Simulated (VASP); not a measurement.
# Nb2N2 in VASP: single point with PBE

Aim: the single point of Nb2N2 with PBE.

Program: VASP 6.6.1. These are calculated values, not measurements. Logs are shortened: lines on timing, memory, paths and dates and some standing lists are left out, and cuts for length are marked.

## Step 1: The cell of the first run

The cell holds a cluster in a box, 4 atoms: a = 10.700 Å, b = 11.000 Å, c = 9.100 Å, α = 90.00°, β = 90.00°, γ = 90.00°.

## Step 2: Single point, PBE, collinear spin, ferromagnetic start

INCAR

```
SYSTEM = NbN
PREC = Accurate
ENCUT = 520
EDIFF = 1E-7
ISMEAR = 0
SIGMA = 0.05
LREAL = .False.
LASPH = .True.
NELM = 150
ALGO = Normal
ISIF = 2
LWAVE = .False.
LCHARG = .False.
ISPIN = 2
MAGMOM = 1.2 1.2 0.4 0.4
LORBIT = 11
LMAXMIX = 4
GGA = PE
NBANDS = 30
```

KPOINTS

```
regular mesh
0
Gamma
  1 1 1
  0 0 0
```

POSCAR

```
NbN
1.0
   10.7000000000      0.0000000000      0.0000000000
    0.0000000000     11.0000000000      0.0000000000
    0.0000000000      0.0000000000      9.1000000000
Nb N
2 2
Direct
    0.4129451284      0.4132890825      0.4988930747
    0.5862806537      0.5998956509      0.5167362583
    0.5866247496      0.4296160792      0.5153908762
    0.4126002854      0.5835693471      0.5002410839
```

Potentials or basis: VASP PAW PBE potentials, release 64 (Nb_sv, N).

The run is started by

```sh
> cat potpaw_PBE.64/Nb_sv/POTCAR potpaw_PBE.64/N/POTCAR > POTCAR
> mpirun -np 1 vasp_gam > vasp.out
```

OUTCAR:

```text
SYSTEM = NbN
   PREC = Accurate
   ENCUT = 520
   EDIFF = 1E-7
   ISMEAR = 0
   LREAL = .False.
   LASPH = .True.
   NELM = 150
   ISIF = 2
   ISPIN = 2
   LORBIT = 11
   GGA = PE

 ion  position               nearest neighbor table
   1  0.413  0.413  0.499-   3 1.87   4 1.87   2 2.77
   2  0.586  0.600  0.517-   4 1.87   3 1.87   1 2.77
   3  0.587  0.430  0.515-   1 1.87   2 1.87
   4  0.413  0.584  0.500-   2 1.87   1 1.87

  LATTYP: Found a simple orthorhombic cell.
 ALAT       =     9.1000000000
 B/A-ratio  =     1.1758241758
 C/A-ratio  =     1.2087912088

  Lattice vectors:

 A1 = (   0.0000000000,   0.0000000000,   9.1000000000)
 A2 = (  10.7000000000,   0.0000000000,   0.0000000000)
 A3 = (   0.0000000000,  11.0000000000,   0.0000000000)

Analysis of symmetry for initial positions (statically):
=====================================================================
 Subroutine PRICEL returns:
 Original cell was already a primitive cell.

 Routine SETGRP: Setting up the symmetry group for a
 simple orthorhombic supercell.

 Subroutine GETGRP returns: Found  2 space group operations
 (whereof  1 operations were pure point group operations)
 out of a pool of  8 trial point group operations.

The static configuration has the point symmetry C_1 .
 The point group associated with its full space group is S_2 .

Analysis of symmetry for dynamics (positions and initial velocities):
=====================================================================
 Subroutine PRICEL returns:
 Original cell was already a primitive cell.

 Routine SETGRP: Setting up the symmetry group for a
 simple orthorhombic supercell.

 Subroutine GETGRP returns: Found  2 space group operations
 (whereof  1 operations were pure point group operations)
 out of a pool of  8 trial point group operations.

The dynamic configuration has the point symmetry C_1 .
 The point group associated with its full space group is S_2 .

Analysis of structural, dynamic, and magnetic symmetry:
=====================================================================
 Subroutine PRICEL returns:
 Original cell was already a primitive cell.

 Routine SETGRP: Setting up the symmetry group for a
 simple orthorhombic supercell.

 Subroutine GETGRP returns: Found  2 space group operations
 (whereof  1 operations were pure point group operations)
 out of a pool of  8 trial point group operations.

The overall configuration has the point symmetry C_1 .
 The point group associated with its full space group is S_2 .

 Subroutine INISYM returns: Found  2 space group operations
 (whereof  1 operations are pure point group operations),
 and found     1 'primitive' translations

----------------------------------------------------------------------------------------

                                     Primitive cell

  volume of cell :    1071.0700

  direct lattice vectors                    reciprocal lattice vectors
    10.700000000  0.000000000  0.000000000     0.093457944  0.000000000  0.000000000
     0.000000000 11.000000000  0.000000000     0.000000000  0.090909091  0.000000000
     0.000000000  0.000000000  9.100000000     0.000000000  0.000000000  0.109890110

  length of vectors
    10.700000000 11.000000000  9.100000000     0.093457944  0.090909091  0.109890110

  position of ions in fractional coordinates (direct lattice)
     0.412945128  0.413289083  0.498893075
     0.586280654  0.599895651  0.516736258
     0.586624750  0.429616079  0.515390876
     0.412600285  0.583569347  0.500241084

  ion indices of the primitive-cell ions
   primitive index   ion index
                 1           1
                 2           2
                 3           3
                 4           4

----------------------------------------------------------------------------------------

 KPOINTS: regular mesh

Automatic generation of k-mesh.
 Grid dimensions read from file:
 generate k-points for:    1    1    1

 Generating k-lattice:

  Cartesian coordinates                     Fractional coordinates (reciprocal lattice)
     0.093457944  0.000000000  0.000000000     1.000000000  0.000000000  0.000000000
     0.000000000  0.090909091  0.000000000     0.000000000  1.000000000  0.000000000
     0.000000000  0.000000000  0.109890110     0.000000000  0.000000000  1.000000000

  Length of vectors
     0.093457944  0.090909091  0.109890110

  Shift w.r.t. Gamma in fractional coordinates (k-lattice)
     0.000000000  0.000000000  0.000000000

 Subroutine IBZKPT returns following result:
 ===========================================

 Found      1 irreducible k-points:

 Following reciprocal coordinates:
            Coordinates               Weight
  0.000000  0.000000  0.000000      1.000000
   k-points           NKPTS =      1   k-points in BZ     NKDIM =      1   number of bands    NBANDS=     30
   number of dos      NEDOS =    301   number of ions     NIONS =      4
   total plane-waves  NPLWV = 470400
   dimension x,y,z NGX =    80 NGY =   84 NGZ =   70
   dimension x,y,z NGXF=   160 NGYF=  168 NGZF=  140
   ions per type =               2   2
   NGX,Y,Z   is equivalent  to a cutoff of  12.43, 12.70, 12.79 a.u.
   NGXF,Y,Z  is equivalent  to a cutoff of  24.86, 25.39, 25.58 a.u.
 SYSTEM =  NbN
   PREC   = accura    normal or accurate (medium, high low for compatibility)
   ISTART =      0    job   : 0-new  1-cont  2-samecut
   ICHARG =      2    charge: 1-file 2-atom 10-const
   ISPIN  =      2    spin polarized calculation?
   LNONCOLLINEAR =      F non collinear calculations
   LSORBIT =      F    spin-orbit coupling
   LASPH  =      T    aspherical Exc in radial PAW
   ENCUT  =  520.0 eV  38.22 Ry    6.18 a.u.  19.89 20.45 16.92*2*pi/ulx,y,z
   NELM   =    150;   NELMIN=  2; NELMDL= -5     # of ELM steps
   EDIFF  = 0.1E-06   stopping-criterion for ELM
   LREAL  =      F    real-space projection
   EDIFFG = 0.1E-05   stopping-criterion for IOM
   NSW    =      0    number of steps for IOM
   IBRION =     -1    ionic relax: 0-MD 1-quasi-New 2-CG
   NFREE  =      0    steps in history (QN), initial steepest desc. (CG)
   ISIF   =      2    stress and relaxation
   ISYM   =      2    0-nonsym 1-usesym 2-fastsym
   POTIM  = 0.5000    time-step for ionic-motion
   TEBEG  =    0.0;   TEEND  =   0.0 temperature during run
   PSTRESS=    0.0 pullay stress
   NELECT =      36.0000    total number of electrons
   NUPDOWN=      -1.0000    fix difference up-down
   EMIN   =  10.00;   EMAX   =-10.00  energy-range for DOS
   EFERMI =   0.00;   METHOD = LEGACY
   ISMEAR =     0;   SIGMA  =   0.05  broadening in eV -4-tet -1-fermi 0-gaus
   EFERMI_NEDOS =   21; number of points for ismear=-14 and -15
   IALGO  =     38    algorithm
   IMIX   =      4    mixing-type and parameters
     AMIX     =   0.40;   BMIX     =  1.00
     AMIX_MAG =   1.60;   BMIX_MAG =  1.00
  volume/ion in A,a.u.               =     267.77      1806.98
  Fermi-wavevector in a.u.,A,eV,Ry     =   0.528327  0.998394  3.797791  0.279130
  Thomas-Fermi vector in A             =   1.549906
   LORBIT       =     11    0 simple, 1 ext, 2 COOP (PROOUT), +10 PAW based schemes
   GGA     = PE    functional components
   LHFCALC =     F    Hartree Fock is set to
   AEXX    =    0.0000 exact exchange contribution
   IVDW    =     0    specifies the selected vdW correction
   LEPSILON=     F    determine dielectric tensor
   LRPA    =     F    only Hartree local field effects (RPA)
 spin polarized calculation
 Gauss-broadening in eV      SIGMA  =   0.05
  energy-cutoff  :      520.00
  volume of cell :     1071.07
 maximum number of plane-waves:     14420
 NGX is ok and might be reduce to    80
   NGX = 39   NGY = 41   NGZ = 33

 number of electron      35.9999997 magnetization       2.0000597

 Free energy of the ion-electron system (eV)
  ---------------------------------------------------
  ext. energy  EPLUGINS =         0.00000000
  ---------------------------------------------------
  free energy    TOTEN  =       -31.19175000 eV

  energy without entropy =      -31.19174144  energy(sigma->0) =      -31.19174572

 E-fermi :  -2.7109     XC(G=0):  -1.8110

 val. band max:       -2.8532527000   @ k =   0.0000   0.0000   0.0000
 cond. band min:      -2.5686354590   @ k =   0.0000   0.0000   0.0000
 fundamental gap:      0.2846172410
 Fermi energy:        -2.7109440680

 spin component 1

 k-point     1 :       0.0000    0.0000    0.0000
  band No.  band energies     occupation
      1     -58.9015      1.00000
      2     -58.8078      1.00000
      3     -35.9327      1.00000
      4     -35.1217      1.00000
      5     -35.0705      1.00000
      6     -34.9250      1.00000
[... 22 lines left out ...]
     29       0.5194      0.00000
     30       0.9101      0.00000
 Fermi energy:        -2.7109440680

 spin component 2

 k-point     1 :       0.0000    0.0000    0.0000
  band No.  band energies     occupation
      1     -58.4384      1.00000
      2     -58.3419      1.00000
      3     -35.6549      1.00000
      4     -34.7741      1.00000
      5     -34.5817      1.00000
      6     -34.3714      1.00000
[... 22 lines left out ...]
     29       0.7389      0.00000
     30       1.1854      0.00000

------------------------ aborting loop because EDIFF is reached ----------------------------------------

  FORCE on cell =-STRESS in cart. coord.  units (eV):
  Direction    XX          YY          ZZ          XY          YZ          ZX
  --------------------------------------------------------------------------------------
  -------------------------------------------------------------------------------------
  Total       -2.7469210     -3.2617506     -0.3140496     -2.5204715     -0.2176675     -0.2282319
  in kB       -4.1090260     -4.8791422     -0.4697761     -3.7702879     -0.3256014     -0.3414043
  external PRESSURE =      -3.1526481 kB  Pullay stress =       0.0000000 kB

 VOLUME and BASIS-vectors are now :
 -----------------------------------------------------------------------------
  energy-cutoff  :      520.00
  volume of cell :     1071.07
      direct lattice vectors                 reciprocal lattice vectors
    10.700000000  0.000000000  0.000000000     0.093457944  0.000000000  0.000000000
     0.000000000 11.000000000  0.000000000     0.000000000  0.090909091  0.000000000
     0.000000000  0.000000000  9.100000000     0.000000000  0.000000000  0.109890110

 POSITION                                       TOTAL-FORCE (eV/Angst)
 -----------------------------------------------------------------------------------
      4.41851      4.54618      4.53993         1.315518      1.460551      0.112584
      6.27320      6.59885      4.70230        -1.315518     -1.460551     -0.112584
      6.27688      4.72578      4.69006        -0.109433      0.099498     -0.009183
      4.41482      6.41926      4.55219         0.109433     -0.099498      0.009183
 -----------------------------------------------------------------------------------
    total drift:                                0.006329     -0.005203     -0.026040

  FREE ENERGIE OF THE ION-ELECTRON SYSTEM (eV)
  ---------------------------------------------------
  free  energy   TOTEN  =       -31.1917500017 eV

  energy  without entropy=      -31.1917414449  energy(sigma->0) =      -31.19174572

 total charge

# of ion       s       p       d       tot
------------------------------------------
    1        2.231   5.946   2.696  10.874
    2        2.231   5.946   2.696  10.874
    3        1.312   2.371   0.000   3.683
    4        1.312   2.371   0.000   3.683
--------------------------------------------------
tot          7.087  16.634   5.392  29.113

 magnetization (x)

# of ion       s       p       d       tot
------------------------------------------
    1        0.046   0.000   0.666   0.712
    2        0.046   0.000   0.666   0.712
    3       -0.005  -0.085   0.000  -0.090
    4       -0.005  -0.085   0.000  -0.090
--------------------------------------------------
tot          0.082  -0.169   1.332   1.246
```

Wall time 5.2 min (1 thread of Intel Xeon Platinum 8259CL at 2.50GHz (Skylake/Cascade Lake), shared host); peak memory 1.2 GiB.

What came out:

| Item | Value |
| --- | --- |
| Free energy | -31.1918 eV |
| Largest force | 1.969 eV/Å |
| Gap between the frontier levels | 0.28 eV |
| Net moment | 2.00 μB per cell |
| Site moments | Nb +0.71; N -0.09 μB |
| Valence electrons inside the program's atomic spheres | Nb 10.87; N 3.68 |

Forces on the atoms (eV/Å):
```
Nb   1.316  1.461  0.113
Nb  -1.316 -1.461 -0.113
N   -0.109  0.099 -0.009
N    0.109 -0.099  0.009
```
